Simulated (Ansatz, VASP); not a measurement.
## Two plane-wave programs on AlN

```
Al N
1.0
     4.36980    0.00000    0.00000
     0.00000    2.18490   -2.18490
     0.00000    6.90826    6.90826
Al N
6 6
Direct
  0.00000 0.00000 0.23719
  0.50000 0.50000 0.39533
  0.00000 0.00000 0.55346
  0.50000 0.50000 0.71160
  0.00000 0.00000 0.86974
  0.50000 0.50000 0.07905
  0.75000 0.00000 0.39533
  0.25000 0.50000 0.55346
  0.75000 0.00000 0.71160
  0.25000 0.50000 0.86974
  0.75000 0.00000 0.07905
  0.25000 0.50000 0.23719
```

Alike in both runs: task single point; functional r2SCAN; k mesh 5 × 7 × 3; occupations gaussian, width 0.05 eV; no spin polarisation.

|  | VASP | Ansatz |
| --- | --- | --- |
| version | VASP 6.6.1 | Ansatz 0.2.0 |
| potentials or method | VASP PAW PBE potentials, release 64 (Al, N), cutoff 520 eV | scalar-relativistic, plane waves, PAW |
| valence electrons in the cell | 48 | 48 |

|  | VASP | Ansatz | Ansatz less VASP |
| --- | --- | --- | --- |
| gap on the k mesh at the Fermi level (eV) | 3.57 | 3.58 | +0.010 |
| least direct gap on the mesh (eV) | 3.58 | 3.60 | +0.010 |
| pressure (GPa) | -6.1 | -5.8 | +0.36 |
| traceless stress, the component that is largest in VASP (GPa) | -6.15 | -6.08 | +0.073 |
| rms of the force components (eV/Å) | 0.532 | 0.529 | -0.0030 |

VASP's potentials were made for PBE, not for r2SCAN. Atom by atom the forces differ by 0.004 eV/Å (rms over components). With one functional, cell and mesh, what is left measures potentials, basis and numerics.
